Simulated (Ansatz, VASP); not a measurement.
## One calculation of AlRu, two programs

```
CELL_PARAMETERS angstrom
3.01141 0.00000 0.00000
0.00000 3.01141 0.00000
0.00000 0.00000 3.01141
ATOMIC_POSITIONS crystal
Al 0.00000 0.00000 0.00000
Ru 0.50000 0.50000 0.50000
```

Change from the starting cell: volume scaled by 1.02, ions relaxed.

Alike in both runs: functional PBE; k mesh 16 × 16 × 16; occupations fermi-dirac, width 0.05 eV; no spin polarisation.

Ansatz relaxed the structure, and its values are those at the end. VASP's run is a single point on that final structure, the one shown.

|  | VASP | Ansatz |
| --- | --- | --- |
| version | VASP 6.6.1 | Ansatz 0.2.0 |
| potentials or method | VASP PAW PBE potentials, release 64 (Al, Ru_pv) | plane-wave PAW, scalar-relativistic |
| plane-wave cutoff (eV) | 520 | 420 |
| valence electrons in the cell | 17 | 19 |

```csv
,VASP,Ansatz,Ansatz less VASP
pressure (GPa),-1.5,-1.5,+0.04
```

With one functional, cell and mesh, what is left measures potentials, basis and numerics. VASP's potentials hold 17 valence electrons a cell and Ansatz's 19, so a difference there can come from the potentials and not from the codes. Ansatz's warnings: stress scf threshold loose.
